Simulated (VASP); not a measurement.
Runs of VASP 6.6.1 on HfN. The structure is that of space group P6_3/mmc (No. 194), or close to it. The cells are those of the table. 

```tsv
task	cell	k mesh	cutoff (eV)	gap on the mesh (eV)	pressure (GPa)
single point	a = 3.171, b = 3.171, c = 5.342 Å, angles 90.0, 90.0, 120.0°, 4 atoms	18 × 18 × 10	520	none	(b)
single point	a = 3.175, b = 3.175, c = 5.342 Å, angles 90.0, 90.0, 120.0°, 4 atoms	18 × 18 × 10	520	none	0.5
single point	a = 3.159, b = 3.159, c = 5.451 Å, angles 90.0, 90.0, 120.0°, 4 atoms	18 × 18 × 8	520	none	(c)
relaxation of cell and atoms	relaxed from a = 3.134, b = 3.134, c = 5.417 Å, angles 90.0, 90.0, 120.0°, 4 atoms	18 × 18 × 8	600	none	0.1
single point	a = 3.183, b = 3.183, c = 5.233 Å, angles 90.0, 90.0, 120.0°, 4 atoms	18 × 18 × 10	520	none	5.0
single point	a = 3.137, b = 3.137, c = 5.669 Å, angles 90.0, 90.0, 120.0°, 4 atoms	18 × 18 × 10	520	none	-8.1
single point	a = 3.148, b = 3.148, c = 5.560 Å, angles 90.0, 90.0, 120.0°, 4 atoms	18 × 18 × 10	520	none	-5.3
single point	a = 3.128, b = 3.128, c = 5.669 Å, angles 90.0, 90.0, 120.0°, 4 atoms	18 × 18 × 10	520	none	-6.7
single point	a = 3.191, b = 3.191, c = 5.233 Å, angles 90.0, 90.0, 120.0°, 4 atoms	18 × 18 × 10	520	none	(a)
single point	a = 3.144, b = 3.144, c = 5.560 Å, angles 90.0, 90.0, 120.0°, 4 atoms	18 × 18 × 10	520	none	-4.6
```

Alike in all rows: level PBE; potentials or basis VASP PAW PBE potentials, release 64 (Hf_pv, N); no spin polarisation; smearing gaussian 0.1 eV.

Question: Fill in the values left out.

Answer: (a) 3.6; (b) 1.2; (c) -2.2.

Caveats: spin-orbit coupling is left out, which moves the levels of the heavy elements.

A k mesh can miss the band edges, and the runs leave out spin-orbit coupling on Hf.

A gap of «none» marks levels without a gap at the run's occupations.
